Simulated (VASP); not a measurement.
# TaPb (R-3m) in VASP: further runs

TaPb is run at these levels: PBE; tasks: single point, relaxation of cell and atoms.

Everything below comes from runs of VASP 6.6.1. Logs are shortened: lines on timing, memory, paths and dates and some standing lists are left out, and cuts for length are marked.

## Step 1: The cell of the first run

Symmetry: R-3m, No. 166, trigonal system. Conventional cell: a = 4.414 Å, b = 4.414 Å, c = 9.078 Å, α = 90.00°, β = 90.00°, γ = 120.00°. Ta (site symmetry -3m) has 6 Pb at 2.96 Å and 6 Ta at 3.96 Å within 4.0 Å. Pb (site symmetry -3m) has 6 Ta at 2.96 Å and 6 Pb at 3.96 Å within 4.0 Å.

The cell was built from a structure type or drawn by symmetry, and may not be a known phase.

## Step 2: Single point, PBE

File INCAR:

```
SYSTEM = TaPb
PREC = Accurate ; ENCUT = 520
EDIFF = 1E-6 ; ISMEAR = 0
SIGMA = 0.1 ; LREAL = .FALSE.
LASPH = .TRUE. ; NELM = 60
ALGO = Normal ; ISIF = 2
LWAVE = .FALSE. ; LCHARG = .FALSE.
GGA = PE ; NBANDS = 20
```

File KPOINTS:

```
Automatic mesh
0
G
  6 6 6
  0 0 0
```

File POSCAR:

```
TaPb
1.0
    2.2072301200      1.2743449000      3.0260870300
   -2.2072301200      1.2743449000      3.0260870300
    0.0000000000     -2.5486898100      3.0260870300
Ta Pb
1 1
Direct
    0.0000000000      0.0000000000      0.0000000000
    0.5000000000      0.5000000000      0.5000000000
```

Potentials or basis: VASP PAW PBE potentials, release 64 (Ta_pv, Pb_d).

On the command line:

```bash
$ cat potpaw_PBE.64/Ta_pv/POTCAR potpaw_PBE.64/Pb_d/POTCAR > POTCAR
$ mpirun -np 1 vasp_std > vasp.out
```

OUTCAR:

```text
SYSTEM = TaPb
   PREC = Accurate
   ENCUT = 520
   EDIFF = 1E-6
   ISMEAR = 0
   LREAL = .FALSE.
   LASPH = .TRUE.
   NELM = 60
   ISIF = 2
   GGA = PE

 ion  position               nearest neighbor table
   1  0.000  0.000  0.000-   2 2.96   2 2.96   2 2.96   2 2.96   2 2.96   2 2.96
   2  0.500  0.500  0.500-   1 2.96   1 2.96   1 2.96   1 2.96   1 2.96   1 2.96

  LATTYP: Found a trigonal (rhomboedric) cell.
 ALAT       =     3.9563900768
 COS(alpha) =     0.3775176875

  Lattice vectors:

 A1 = (   2.2072301200,   1.2743449000,   3.0260870300)
 A2 = (  -2.2072301200,   1.2743449000,   3.0260870300)
 A3 = (   0.0000000000,  -2.5486898100,   3.0260870300)

Analysis of symmetry for initial positions (statically):
=====================================================================
 Subroutine PRICEL returns:
 Original cell was already a primitive cell.

 Routine SETGRP: Setting up the symmetry group for a
 trigonal (rhombohedral) supercell.

 Subroutine GETGRP returns: Found 12 space group operations
 (whereof 12 operations were pure point group operations)
 out of a pool of 12 trial point group operations.

The static configuration has the point symmetry D_3d.

Analysis of symmetry for dynamics (positions and initial velocities):
=====================================================================
 Subroutine PRICEL returns:
 Original cell was already a primitive cell.

 Routine SETGRP: Setting up the symmetry group for a
 trigonal (rhombohedral) supercell.

 Subroutine GETGRP returns: Found 12 space group operations
 (whereof 12 operations were pure point group operations)
 out of a pool of 12 trial point group operations.

The dynamic configuration has the point symmetry D_3d.

 Subroutine INISYM returns: Found 12 space group operations
 (whereof 12 operations are pure point group operations),
 and found     1 'primitive' translations

----------------------------------------------------------------------------------------

                                     Primitive cell

  volume of cell :      51.0702

  direct lattice vectors                    reciprocal lattice vectors
     2.207230120  1.274344900  3.026087030     0.226528261  0.130786152  0.110153254
    -2.207230120  1.274344900  3.026087030    -0.226528261  0.130786152  0.110153254
     0.000000000 -2.548689810  3.026087030     0.000000000 -0.261572305  0.110153254

  length of vectors
     3.956390077  3.956390077  3.956390079     0.283820031  0.283820031  0.283820031

  position of ions in fractional coordinates (direct lattice)
     0.000000000  0.000000000  0.000000000
     0.500000000  0.500000000  0.500000000

  ion indices of the primitive-cell ions
   primitive index   ion index
                 1           1
                 2           2

----------------------------------------------------------------------------------------

 KPOINTS: Automatic mesh

Automatic generation of k-mesh.
 Grid dimensions read from file:
 generate k-points for:    6    6    6

 Generating k-lattice:

  Cartesian coordinates                     Fractional coordinates (reciprocal lattice)
     0.037754710  0.021797692  0.018358876     0.166666667  0.000000000 -0.000000000
    -0.037754710  0.021797692  0.018358876     0.000000000  0.166666667 -0.000000000
     0.000000000 -0.043595384  0.018358876    -0.000000000 -0.000000000  0.166666667

  Length of vectors
     0.047303338  0.047303338  0.047303338

  Shift w.r.t. Gamma in fractional coordinates (k-lattice)
     0.000000000  0.000000000  0.000000000

 Subroutine IBZKPT returns following result:
 ===========================================

 Found     32 irreducible k-points:

 Following reciprocal coordinates:
            Coordinates               Weight
  0.000000  0.000000  0.000000      1.000000
  0.166667 -0.000000  0.000000      6.000000
  0.333333 -0.000000  0.000000      6.000000
  0.500000  0.000000  0.000000      3.000000
  0.166667  0.166667  0.000000      6.000000
  0.333333  0.166667  0.000000     12.000000
[... 16 lines left out ...]
  0.500000  0.500000  0.166667      6.000000
 -0.333333  0.500000  0.166667     12.000000
 [... further k-points ...]
   k-points           NKPTS =     32   k-points in BZ     NKDIM =     32   number of bands    NBANDS=     20
   number of dos      NEDOS =    301   number of ions     NIONS =      2
   total plane-waves  NPLWV =  27000
   dimension x,y,z NGX =    30 NGY =   30 NGZ =   30
   dimension x,y,z NGXF=    60 NGYF=   60 NGZF=   60
   ions per type =               1   1
   NGX,Y,Z   is equivalent  to a cutoff of  12.61, 12.61, 12.61 a.u.
   NGXF,Y,Z  is equivalent  to a cutoff of  25.21, 25.21, 25.21 a.u.
 SYSTEM =  TaPb
   PREC   = accura    normal or accurate (medium, high low for compatibility)
   ISTART =      0    job   : 0-new  1-cont  2-samecut
   ICHARG =      2    charge: 1-file 2-atom 10-const
   ISPIN  =      1    spin polarized calculation?
   LNONCOLLINEAR =      F non collinear calculations
   LSORBIT =      F    spin-orbit coupling
   LASPH  =      T    aspherical Exc in radial PAW
   ENCUT  =  520.0 eV  38.22 Ry    6.18 a.u.   7.36  7.36  7.36*2*pi/ulx,y,z
   NELM   =     60;   NELMIN=  2; NELMDL= -5     # of ELM steps
   EDIFF  = 0.1E-05   stopping-criterion for ELM
   LREAL  =      F    real-space projection
   EDIFFG = 0.1E-04   stopping-criterion for IOM
   NSW    =      0    number of steps for IOM
   IBRION =     -1    ionic relax: 0-MD 1-quasi-New 2-CG
   NFREE  =      0    steps in history (QN), initial steepest desc. (CG)
   ISIF   =      2    stress and relaxation
   ISYM   =      2    0-nonsym 1-usesym 2-fastsym
   POTIM  = 0.5000    time-step for ionic-motion
   TEBEG  =    0.0;   TEEND  =   0.0 temperature during run
   PSTRESS=    0.0 pullay stress
   NELECT =      25.0000    total number of electrons
   NUPDOWN=      -1.0000    fix difference up-down
   EMIN   =  10.00;   EMAX   =-10.00  energy-range for DOS
   EFERMI =   0.00;   METHOD = LEGACY
   ISMEAR =     0;   SIGMA  =   0.10  broadening in eV -4-tet -1-fermi 0-gaus
   EFERMI_NEDOS =   21; number of points for ismear=-14 and -15
   IALGO  =     38    algorithm
   IMIX   =      4    mixing-type and parameters
     AMIX     =   0.40;   BMIX     =  1.00
     AMIX_MAG =   1.60;   BMIX_MAG =  1.00
  volume/ion in A,a.u.               =      25.54       172.32
  Fermi-wavevector in a.u.,A,eV,Ry     =   1.290226  2.438173 22.649384  1.664683
  Thomas-Fermi vector in A             =   2.422070
   LORBIT       =      0    0 simple, 1 ext, 2 COOP (PROOUT), +10 PAW based schemes
   GGA     = PE    functional components
   LHFCALC =     F    Hartree Fock is set to
   AEXX    =    0.0000 exact exchange contribution
   IVDW    =     0    specifies the selected vdW correction
   LEPSILON=     F    determine dielectric tensor
   LRPA    =     F    only Hartree local field effects (RPA)
 non-spin polarized calculation
 Gauss-broadening in eV      SIGMA  =   0.10
  energy-cutoff  :      520.00
  volume of cell :       51.07
 maximum number of plane-waves:      1394
 NGX is ok and might be reduce to    30
   NGX = 15   NGY = 15   NGZ = 15

 number of electron      24.9999996 magnetization

 Free energy of the ion-electron system (eV)
  ---------------------------------------------------
  ext. energy  EPLUGINS =         0.00000000
  ---------------------------------------------------
  free energy    TOTEN  =       -13.03163352 eV

  energy without entropy =      -13.02066078  energy(sigma->0) =      -13.02614715

 E-fermi :   6.4636     XC(G=0): -10.9005

 val. band max:        6.4301372120   @ k =   0.3333   0.3333   0.0000
 cond. band min:       6.4682121402   @ k =   0.0000   0.0000   0.0000
 fundamental gap:      0.0380749282
 Fermi energy:         6.4636477837

 k-point     1 :       0.0000    0.0000    0.0000
  band No.  band energies     occupation
      1     -29.0682      2.00000
      2     -29.0065      2.00000
      3     -29.0065      2.00000
      4     -10.3841      2.00000
      5     -10.3841      2.00000
      6     -10.2825      2.00000
[... 12 lines left out ...]
     19      13.7765      0.00000
     20      16.5148      0.00000

 k-point     2 :       0.1667   -0.0000    0.0000
  band No.  band energies     occupation
      1     -29.0721      2.00000
      2     -29.0118      2.00000
      3     -29.0073      2.00000
      4     -10.3728      2.00000
      5     -10.3633      2.00000
      6     -10.2714      2.00000
[... 12 lines left out ...]
     19      14.2018      0.00000
     20      15.4855      0.00000

 k-point     3 :       0.3333   -0.0000    0.0000
  band No.  band energies     occupation
      1     -29.0811      2.00000
      2     -29.0213      2.00000
      3     -29.0090      2.00000
      4     -10.3510      2.00000
      5     -10.3251      2.00000
      6     -10.2584      2.00000
[... 12 lines left out ...]
     19      14.2917      0.00000
     20      15.3720      0.00000

 k-point     4 :       0.5000    0.0000    0.0000
  band No.  band energies     occupation
      1     -29.0862      2.00000
      2     -29.0254      2.00000
      3     -29.0098      2.00000
      4     -10.3404      2.00000
      5     -10.3077      2.00000
      6     -10.2558      2.00000
[... 12 lines left out ...]
     19      14.1680      0.00000
     20      14.5909      0.00000

 k-point     5 :       0.1667    0.1667    0.0000
  band No.  band energies     occupation
      1     -29.0757      2.00000
      2     -29.0105      2.00000
      3     -29.0104      2.00000
      4     -10.3727      2.00000
      5     -10.3612      2.00000
      6     -10.2817      2.00000
[... 12 lines left out ...]
     19      14.0731      0.00000
     20      15.2611      0.00000
[... 353 lines left out ...]
      6     -10.2522      2.00000
[... 12 lines left out ...]
     19      14.5435      0.00000
     20      15.9004      0.00000

 k-point    22 :      -0.1667    0.3333    0.1667
  band No.  band energies     occupation
      1     -29.0859      2.00000
      2     -29.0220      2.00000
      3     -29.0143      2.00000
      4     -10.3710      2.00000
      5     -10.3264      2.00000
      6     -10.2641      2.00000
[... 12 lines left out ...]
     19      15.0901      0.00000
     20      16.3102      0.00000

 k-point    23 :       0.5000    0.5000    0.1667
  band No.  band energies     occupation
      1     -29.0999      2.00000
      2     -29.0213      2.00000
      3     -29.0167      2.00000
      4     -10.3884      2.00000
      5     -10.3436      2.00000
      6     -10.2891      2.00000
[... 12 lines left out ...]
     19      15.5312      0.00000
     20      16.6228      0.00000

 k-point    24 :      -0.3333    0.5000    0.1667
  band No.  band energies     occupation
      1     -29.0958      2.00000
      2     -29.0222      2.00000
      3     -29.0174      2.00000
      4     -10.3975      2.00000
      5     -10.3306      2.00000
      6     -10.2768      2.00000
[... 12 lines left out ...]
     19      15.5648      0.00000
     20      15.8711      0.00000

 [... further k-points ...]

------------------------ aborting loop because EDIFF is reached ----------------------------------------

  FORCE on cell =-STRESS in cart. coord.  units (eV):
  Direction    XX          YY          ZZ          XY          YZ          ZX
  --------------------------------------------------------------------------------------
  -------------------------------------------------------------------------------------
  Total       -2.0658917     -2.0658917     -2.2421187      0.0000000      0.0000000      0.0000000
  in kB      -64.8113202    -64.8113201    -70.3399284      0.0000000      0.0000001      0.0000000
  external PRESSURE =     -66.6541896 kB  Pullay stress =       0.0000000 kB

 VOLUME and BASIS-vectors are now :
 -----------------------------------------------------------------------------
  energy-cutoff  :      520.00
  volume of cell :       51.07
      direct lattice vectors                 reciprocal lattice vectors
     2.207230120  1.274344900  3.026087030     0.226528261  0.130786152  0.110153254
    -2.207230120  1.274344900  3.026087030    -0.226528261  0.130786152  0.110153254
     0.000000000 -2.548689810  3.026087030     0.000000000 -0.261572305  0.110153254

 POSITION                                       TOTAL-FORCE (eV/Angst)
 -----------------------------------------------------------------------------------
      0.00000      0.00000      0.00000        -0.000000      0.000000     -0.000000
      0.00000     -0.00000      4.53913         0.000000     -0.000000      0.000000
 -----------------------------------------------------------------------------------
    total drift:                               -0.000000      0.000000      0.000000

  FREE ENERGIE OF THE ION-ELECTRON SYSTEM (eV)
  ---------------------------------------------------
  free  energy   TOTEN  =       -13.0316335184 eV

  energy  without entropy=      -13.0206607793  energy(sigma->0) =      -13.02614715
```

Wall time 15 s (1 thread of AMD EPYC 9R45 (Zen 5), shared host); peak memory 0.16 GiB.

Results:

```
Free energy            : -13.0316 eV
Pressure               : -6.7 GPa
Band gap on the k mesh : zero (an odd number of electrons rules out a gap without spin polarisation)
```

Stress tensor (GPa, compression positive):
```
-6.48  0.00  0.00
 0.00 -6.48  0.00
 0.00  0.00 -7.03
```

Caveat: the cell stands under tension; spin-orbit coupling is left out, which moves the levels of the heavy elements.

## Step 3: Relaxation of cell and atoms, PBE

File INCAR:

```
PREC = Accurate ; ENCUT = 600
EDIFF = 1E-6 ; ISMEAR = 0
SIGMA = 0.1 ; LREAL = False
LASPH = True ; NELM = 100
ALGO = Normal ; ISIF = 3
LWAVE = False ; LCHARG = False
GGA = PE ; IBRION = 2
NSW = 90 ; EDIFFG = -0.04
```

File KPOINTS:

```
Automatic mesh
0
Gamma
  6 6 6
```

POSCAR is that of step 2.

Potentials or basis: VASP PAW PBE potentials, release 64 (Ta_pv, Pb_d).

On the command line:

```bash
$ cat potpaw_PBE.64/Ta_pv/POTCAR potpaw_PBE.64/Pb_d/POTCAR > POTCAR
$ mpirun -np 1 vasp_std > vasp.out
```

OUTCAR:

```text
PREC = Accurate
   ENCUT = 600
   EDIFF = 1E-6
   ISMEAR = 0
   LREAL = False
   LASPH = True
   NELM = 100
   ISIF = 3
   GGA = PE
   IBRION = 2
   NSW = 90
   EDIFFG = -0.04

 ion  position               nearest neighbor table
   1  0.000  0.000  0.000-   2 2.96   2 2.96   2 2.96   2 2.96   2 2.96   2 2.96
   2  0.500  0.500  0.500-   1 2.96   1 2.96   1 2.96   1 2.96   1 2.96   1 2.96

  LATTYP: Found a trigonal (rhomboedric) cell.
 ALAT       =     3.9563900768
 COS(alpha) =     0.3775176875

  Lattice vectors:

 A1 = (   2.2072301200,   1.2743449000,   3.0260870300)
 A2 = (  -2.2072301200,   1.2743449000,   3.0260870300)
 A3 = (   0.0000000000,  -2.5486898100,   3.0260870300)

Analysis of symmetry for initial positions (statically):
=====================================================================
 Subroutine PRICEL returns:
[... 739 lines left out ...]
     16      13.8470      0.00000

 [... further k-points ...]

[... ionic steps 4 to 18 ...]

--------------------------------------- Ionic step       19  -------------------------------------------

 number of electron      25.0000002 magnetization

------------------------ aborting loop because EDIFF is reached ----------------------------------------
[... 67 lines left out ...]
--------------------------------------- Ionic step       21  -------------------------------------------

 number of electron      25.0000002 magnetization

 Free energy of the ion-electron system (eV)
  ---------------------------------------------------
  ext. energy  EPLUGINS =         0.00000000
  ---------------------------------------------------
  free energy    TOTEN  =       -13.86486380 eV

  energy without entropy =      -13.85904408  energy(sigma->0) =      -13.86195394

 E-fermi :   8.3768     XC(G=0): -11.9319

 val. band max:        8.3550798677   @ k =  -0.3333   0.3333   0.0000
 cond. band min:       8.4610285423   @ k =   0.1667   0.1667   0.0000
 fundamental gap:      0.1059486746
 Fermi energy:         8.3768379739

 k-point     1 :       0.0000    0.0000    0.0000
  band No.  band energies     occupation
      1     -26.5276      2.00000
      2     -26.5276      2.00000
      3     -26.5271      2.00000
      4      -8.6740      2.00000
      5      -8.6740      2.00000
      6      -8.4072      2.00000
[... 476 lines left out ...]
  FREE ENERGIE OF THE ION-ELECTRON SYSTEM (eV)
  ---------------------------------------------------
  free  energy   TOTEN  =       -13.8648638010 eV

  energy  without entropy=      -13.8590440770  energy(sigma->0) =      -13.86195394

 reached required accuracy - stopping structural energy minimisation
```

CONTCAR:

```text
TaPb
   1.00000000000000
     2.4655772698618788    1.4235016970608039    2.0113059641281934
    -2.4655772698618788    1.4235016970608039    2.0113059641281934
    -0.0000000000000001   -2.8470034018748911    2.0113059627594945
  Ta              Pb
     1     1
Direct
     0.0000000000000000    0.0000000000000000    0.0000000000000000
     0.5000000000000000    0.5000000000000000    0.5000000000000000

  0.00000000E+00  0.00000000E+00  0.00000000E+00
  0.00000000E+00  0.00000000E+00  0.00000000E+00
```

Run time: 3.6 min. Hardware: 1 thread of AMD EPYC 9R45 (Zen 5), shared host; peak memory 0.18 GiB.

What came out:

```
Free energy                           : -13.8649 eV
Relaxed volume                        : 21.18 Å³/atom
Relaxed cell                          : a = 3.486 Å, b = 3.486 Å, c = 3.486 Å, α = 90.03°, β = 90.03°, γ = 90.03°
Space group after relaxing (to 0.1 Å) : Pm-3m (No. 221)
Pressure after relaxing               : -0.1 GPa
Band gap on the k mesh                : zero (an odd number of electrons rules out a gap without spin polarisation)
```

Stress tensor (GPa, compression positive):
```
-0.13  0.00  0.00
 0.00 -0.13  0.00
 0.00  0.00  0.05
```

Final structure:
```
Ta Pb
1.0
     2.46558    1.42350    2.01131
    -2.46558    1.42350    2.01131
     0.00000   -2.84700    2.01131
Ta Pb
1 1
Cartesian
  0.0000 0.0000 0.0000
  0.0000 0.0000 3.0170
```

Caveat: the volume moved by over 15 % at a fixed basis, so the end points are rough; spin-orbit coupling is left out, which moves the levels of the heavy elements.
